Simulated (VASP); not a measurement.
# CoSn3 (Fm-3m) in VASP: single point with r2SCAN

Aim: the single point of CoSn3 with r2SCAN.

Program: VASP 6.6.1. These are calculated values, not measurements. Logs are shortened: lines on timing, memory, paths and dates and some standing lists are left out, and cuts for length are marked.

**1. The cell of the first run**

Symmetry: Fm-3m, No. 225, cubic system. Conventional cell: a = 7.202 Å, b = 7.202 Å, c = 7.202 Å, α = 90.00°, β = 90.00°, γ = 90.00°. Within 4.1 Å of Sn (site symmetry -43m) lie 10 Sn at 3.12 to 3.60 Å and 4 Co at 3.12 Å. Sn (site symmetry m-3m) has 8 Sn at 3.12 Å and 6 Co at 3.60 Å within 4.1 Å. Within 4.1 Å of Co (site symmetry m-3m) lie 14 Sn at 3.12 to 3.60 Å.

**2. Single point, r2SCAN, collinear spin, ferromagnetic start**

Contents of POSCAR:

```
CoSn3
1.0
    0.0000000000      3.6010275214      3.6010275214
    3.6010275214      0.0000000000      3.6010275214
    3.6010275214      3.6010275214      0.0000000000
Sn Co
3 1
Direct
    0.2500000000      0.2500000000      0.2500000000
    0.7500000000      0.7500000000      0.7500000000
    0.5000000000      0.5000000000      0.5000000000
    0.0000000000      0.0000000000      0.0000000000
```

Contents of INCAR.step1:

```
SYSTEM = CoSn3
  PREC = Accurate
  ENCUT = 520
  ISMEAR = 0
  SIGMA = 0.1
  LREAL = .False.
  LASPH = .True.
  NELM = 150
  ISPIN = 2
  MAGMOM = 0.09 0.09 0.16 2.42
  NUPDOWN = 2.62
  LMAXMIX = 4
  NBANDS = 38
  GGA = PE
  ALGO = Normal
  EDIFF = 1E-4
  LWAVE = .True.
  LCHARG = .False.
```

Contents of INCAR.step2:

```
SYSTEM = CoSn3
  PREC = Accurate
  ENCUT = 520
  EDIFF = 1E-6
  ISMEAR = 0
  SIGMA = 0.1
  LREAL = .False.
  LASPH = .True.
  NELM = 150
  ALGO = Normal
  ISIF = 2
  LWAVE = .False.
  LCHARG = .False.
  ISPIN = 2
  MAGMOM = 0.09 0.09 0.16 2.42
  LORBIT = 11
  NUPDOWN = 2.62
  LMAXMIX = 4
  METAGGA = R2SCAN
  LMIXTAU = .True.
  NBANDS = 38
  ISTART = 1
```

Contents of KPOINTS:

```
Automatic mesh
0
Gamma
  10 10 10
  0 0 0
```

Potentials or basis: VASP PAW PBE potentials, release 64 (Sn_d, Co).

Launch:

```
$ cat potpaw_PBE.64/Sn_d/POTCAR potpaw_PBE.64/Co/POTCAR > POTCAR
$ cp INCAR.step1 INCAR
$ mpirun -np 1 vasp_std > vasp.out
$ cp INCAR.step2 INCAR
$ mpirun -np 1 vasp_std > vasp.out
```

OUTCAR:

```text
SYSTEM = CoSn3
   PREC = Accurate
   ENCUT = 520
   EDIFF = 1E-6
   ISMEAR = 0
   LREAL = .False.
   LASPH = .True.
   NELM = 150
   ISIF = 2
   ISPIN = 2
   LORBIT = 11
   NUPDOWN = 2.62
   METAGGA = R2SCAN
   ISTART = 1

 ion  position               nearest neighbor table
   1  0.250  0.250  0.250-   3 3.12   4 3.12   4 3.12   4 3.12   4 3.12   3 3.12   3 3.12   3 3.12
                             2 3.60   2 3.60   2 3.60   2 3.60   2 3.60   2 3.60
   2  0.750  0.750  0.750-   3 3.12   4 3.12   3 3.12   3 3.12   3 3.12   4 3.12   4 3.12   4 3.12
                             1 3.60   1 3.60   1 3.60   1 3.60   1 3.60   1 3.60
   3  0.500  0.500  0.500-   1 3.12   2 3.12   1 3.12   1 3.12   1 3.12   2 3.12   2 3.12   2 3.12

   4  0.000  0.000  0.000-   1 3.12   2 3.12   2 3.12   2 3.12   2 3.12   1 3.12   1 3.12   1 3.12

  LATTYP: Found a face centered cubic cell.
 ALAT       =     7.2020550428

  Lattice vectors:

 A1 = (   0.0000000000,   3.6010275214,   3.6010275214)
 A2 = (   3.6010275214,   0.0000000000,   3.6010275214)
 A3 = (   3.6010275214,   3.6010275214,   0.0000000000)

Analysis of symmetry for initial positions (statically):
=====================================================================
 Subroutine PRICEL returns:
 Original cell was already a primitive cell.

 Routine SETGRP: Setting up the symmetry group for a
 face centered cubic supercell.

 Subroutine GETGRP returns: Found 48 space group operations
 (whereof 48 operations were pure point group operations)
 out of a pool of 48 trial point group operations.

The static configuration has the point symmetry O_h .

Analysis of symmetry for dynamics (positions and initial velocities):
=====================================================================
 Subroutine PRICEL returns:
 Original cell was already a primitive cell.

 Routine SETGRP: Setting up the symmetry group for a
 face centered cubic supercell.

 Subroutine GETGRP returns: Found 48 space group operations
 (whereof 48 operations were pure point group operations)
 out of a pool of 48 trial point group operations.

The dynamic configuration has the point symmetry O_h .

Analysis of structural, dynamic, and magnetic symmetry:
=====================================================================
 Subroutine PRICEL returns:
 Original cell was already a primitive cell.

 Routine SETGRP: Setting up the symmetry group for a
 face centered cubic supercell.

 Subroutine GETGRP returns: Found 48 space group operations
 (whereof 48 operations were pure point group operations)
 out of a pool of 48 trial point group operations.

The overall configuration has the point symmetry O_h .

 Subroutine INISYM returns: Found 48 space group operations
 (whereof 48 operations are pure point group operations),
 and found     1 'primitive' translations

----------------------------------------------------------------------------------------

                                     Primitive cell

  volume of cell :      93.3919

  direct lattice vectors                    reciprocal lattice vectors
     0.000000000  3.601027521  3.601027521    -0.138849258  0.138849258  0.138849258
     3.601027521  0.000000000  3.601027521     0.138849258 -0.138849258  0.138849258
     3.601027521  3.601027521  0.000000000     0.138849258  0.138849258 -0.138849258

  length of vectors
     5.092621959  5.092621959  5.092621959     0.240493970  0.240493970  0.240493970

  position of ions in fractional coordinates (direct lattice)
     0.250000000  0.250000000  0.250000000
     0.750000000  0.750000000  0.750000000
     0.500000000  0.500000000  0.500000000
     0.000000000  0.000000000  0.000000000

  ion indices of the primitive-cell ions
   primitive index   ion index
                 1           1
                 2           2
                 3           3
                 4           4

----------------------------------------------------------------------------------------

 KPOINTS: Automatic mesh

Automatic generation of k-mesh.
 Grid dimensions read from file:
 generate k-points for:   10   10   10

 Generating k-lattice:

  Cartesian coordinates                     Fractional coordinates (reciprocal lattice)
    -0.013884926  0.013884926  0.013884926     0.100000000  0.000000000  0.000000000
     0.013884926 -0.013884926  0.013884926     0.000000000  0.100000000  0.000000000
     0.013884926  0.013884926 -0.013884926     0.000000000  0.000000000  0.100000000

  Length of vectors
     0.024049397  0.024049397  0.024049397

  Shift w.r.t. Gamma in fractional coordinates (k-lattice)
     0.000000000  0.000000000  0.000000000

 Subroutine IBZKPT returns following result:
 ===========================================

 Found     47 irreducible k-points:

 Following reciprocal coordinates:
            Coordinates               Weight
  0.000000  0.000000  0.000000      1.000000
  0.100000  0.000000  0.000000      8.000000
  0.200000  0.000000  0.000000      8.000000
  0.300000  0.000000  0.000000      8.000000
  0.400000  0.000000  0.000000      8.000000
  0.500000  0.000000  0.000000      4.000000
[... 16 lines left out ...]
  0.300000  0.300000  0.000000      6.000000
  0.400000  0.300000  0.000000     24.000000
 [... further k-points ...]
   k-points           NKPTS =     47   k-points in BZ     NKDIM =     47   number of bands    NBANDS=     38
   number of dos      NEDOS =    301   number of ions     NIONS =      4
   total plane-waves  NPLWV =  64000
   dimension x,y,z NGX =    40 NGY =   40 NGZ =   40
   dimension x,y,z NGXF=    80 NGYF=   80 NGZF=   80
   ions per type =               3   1
   NGX,Y,Z   is equivalent  to a cutoff of  13.06, 13.06, 13.06 a.u.
   NGXF,Y,Z  is equivalent  to a cutoff of  26.12, 26.12, 26.12 a.u.
 SYSTEM =  CoSn3
   PREC   = accura    normal or accurate (medium, high low for compatibility)
   ISTART =      1    job   : 0-new  1-cont  2-samecut
   ICHARG =      0    charge: 1-file 2-atom 10-const
   ISPIN  =      2    spin polarized calculation?
   LNONCOLLINEAR =      F non collinear calculations
   LSORBIT =      F    spin-orbit coupling
   LASPH  =      T    aspherical Exc in radial PAW
   ENCUT  =  520.0 eV  38.22 Ry    6.18 a.u.   9.47  9.47  9.47*2*pi/ulx,y,z
   NELM   =    150;   NELMIN=  2; NELMDL=  0     # of ELM steps
   EDIFF  = 0.1E-05   stopping-criterion for ELM
   LREAL  =      F    real-space projection
   EDIFFG = 0.1E-04   stopping-criterion for IOM
   NSW    =      0    number of steps for IOM
   IBRION =     -1    ionic relax: 0-MD 1-quasi-New 2-CG
   NFREE  =      0    steps in history (QN), initial steepest desc. (CG)
   ISIF   =      2    stress and relaxation
   ISYM   =      2    0-nonsym 1-usesym 2-fastsym
   POTIM  = 0.5000    time-step for ionic-motion
   TEBEG  =    0.0;   TEEND  =   0.0 temperature during run
   PSTRESS=    0.0 pullay stress
   NELECT =      51.0000    total number of electrons
   NUPDOWN=       2.6200    fix difference up-down
   EMIN   =  10.00;   EMAX   =-10.00  energy-range for DOS
   EFERMI =   0.00;   METHOD = LEGACY
   ISMEAR =     0;   SIGMA  =   0.10  broadening in eV -4-tet -1-fermi 0-gaus
   EFERMI_NEDOS =   21; number of points for ismear=-14 and -15
   IALGO  =     38    algorithm
   IMIX   =      4    mixing-type and parameters
     AMIX     =   0.40;   BMIX     =  1.00
     AMIX_MAG =   1.60;   BMIX_MAG =  1.00
  volume/ion in A,a.u.               =      23.35       157.56
  Fermi-wavevector in a.u.,A,eV,Ry     =   1.338120  2.528680 24.362124  1.790566
  Thomas-Fermi vector in A             =   2.466615
   LORBIT       =     11    0 simple, 1 ext, 2 COOP (PROOUT), +10 PAW based schemes
   METAGGA = R2SCAN    functional components
   LHFCALC =     F    Hartree Fock is set to
   AEXX    =    0.0000 exact exchange contribution
   IVDW    =     0    specifies the selected vdW correction
   LEPSILON=     F    determine dielectric tensor
   LRPA    =     F    only Hartree local field effects (RPA)
 spin polarized calculation
 Gauss-broadening in eV      SIGMA  =   0.10
  energy-cutoff  :      520.00
  volume of cell :       93.39
 maximum number of plane-waves:      2565
 NGX is ok and might be reduce to    40
   NGX = 19   NGY = 19   NGZ = 19

 number of electron      51.0000011 magnetization       2.6200001

 Free energy of the ion-electron system (eV)
  ---------------------------------------------------
  ext. energy  EPLUGINS =         0.00000000
  ---------------------------------------------------
  free energy    TOTEN  =       -85.12582011 eV

  energy without entropy =      -85.11314067  energy(sigma->0) =      -85.11948039

 E-fermi :   8.1880     XC(G=0): -11.6413

 val. band max:        8.6472632666   @ k =   0.2000   0.0000   0.0000
 cond. band min:       8.2169891800   @ k =   0.3000   0.1000   0.0000
 fundamental gap:     -0.4302740866
 Fermi energy:         8.6551436998

 spin component 1

 k-point     1 :       0.0000    0.0000    0.0000
  band No.  band energies     occupation
      1     -13.9528      1.00000
      2     -13.9528      1.00000
      3     -13.9528      1.00000
      4     -13.9431      1.00000
      5     -13.9431      1.00000
      6     -13.8288      1.00000
[... 949 lines left out ...]
     36      15.3395      0.00000
     37      16.4313      0.00000

 [... further k-points ...]

 spin component 2

 k-point     1 :       0.0000    0.0000    0.0000
  band No.  band energies     occupation
      1     -13.9261      1.00000
      2     -13.9261      1.00000
      3     -13.9261      1.00000
      4     -13.9231      1.00000
      5     -13.9231      1.00000
      6     -13.8070      1.00000
[... 949 lines left out ...]
     36      15.8303      0.00000
     37      16.7926      0.00000

 [... further k-points ...]

 [bands above 37 left out]

------------------------ aborting loop because EDIFF is reached ----------------------------------------

  FORCE on cell =-STRESS in cart. coord.  units (eV):
  Direction    XX          YY          ZZ          XY          YZ          ZX
  --------------------------------------------------------------------------------------
  -------------------------------------------------------------------------------------
  Total        0.3049688      0.3049688      0.3049688      0.0000000      0.0000000     -0.0000000
  in kB        5.2318663      5.2318663      5.2318663      0.0000000      0.0000000     -0.0000000
  external PRESSURE =       5.2318663 kB  Pullay stress =       0.0000000 kB

 VOLUME and BASIS-vectors are now :
 -----------------------------------------------------------------------------
  energy-cutoff  :      520.00
  volume of cell :       93.39
      direct lattice vectors                 reciprocal lattice vectors
     0.000000000  3.601027521  3.601027521    -0.138849258  0.138849258  0.138849258
     3.601027521  0.000000000  3.601027521     0.138849258 -0.138849258  0.138849258
     3.601027521  3.601027521  0.000000000     0.138849258  0.138849258 -0.138849258

 POSITION                                       TOTAL-FORCE (eV/Angst)
 -----------------------------------------------------------------------------------
      1.80051      1.80051      1.80051        -0.000000     -0.000000     -0.000000
      5.40154      5.40154      5.40154         0.000000      0.000000      0.000000
      3.60103      3.60103      3.60103        -0.000000     -0.000000     -0.000000
      0.00000      0.00000      0.00000        -0.000000     -0.000000     -0.000000
 -----------------------------------------------------------------------------------
    total drift:                               -0.000000     -0.000000      0.000000

  FREE ENERGIE OF THE ION-ELECTRON SYSTEM (eV)
  ---------------------------------------------------
  free  energy   TOTEN  =       -85.1258201089 eV

  energy  without entropy=      -85.1131406709  energy(sigma->0) =      -85.11948039

 total charge

# of ion       s       p       d       tot
------------------------------------------
    1        1.245   0.981   9.988  12.214
    2        1.245   0.981   9.988  12.214
    3        1.244   1.023   9.996  12.263
    4        0.376   0.200   7.162   7.738
--------------------------------------------------
tot          4.111   3.186  37.133  44.429

 magnetization (x)

# of ion       s       p       d       tot
------------------------------------------
    1        0.015   0.055   0.003   0.073
    2        0.015   0.055   0.003   0.073
    3        0.015   0.052   0.009   0.075
    4        0.061   0.029   2.050   2.141
--------------------------------------------------
tot          0.106   0.190   2.065   2.362
```

Run time: 29 min. Hardware: 1 thread of Intel Xeon Platinum 8259CL at 2.50GHz (Skylake/Cascade Lake), shared host; peak memory 0.47 GiB.

What came out:

- Free energy: -85.1258 eV
- Pressure: 0.5 GPa
- Net moment: 2.62 μB per cell
- Site moments: Sn +0.07; Co +2.14 μB
- Valence electrons inside the program's atomic spheres: Sn 12.21, 12.26 (each value once); Co 7.74

Caveat: the PAW data sets were made with another functional, which shifts forces and pressure a little; spin-orbit coupling is left out, which moves the levels of the heavy elements; the total moment is fixed, so each spin has its own Fermi level and the state may be an excited one.
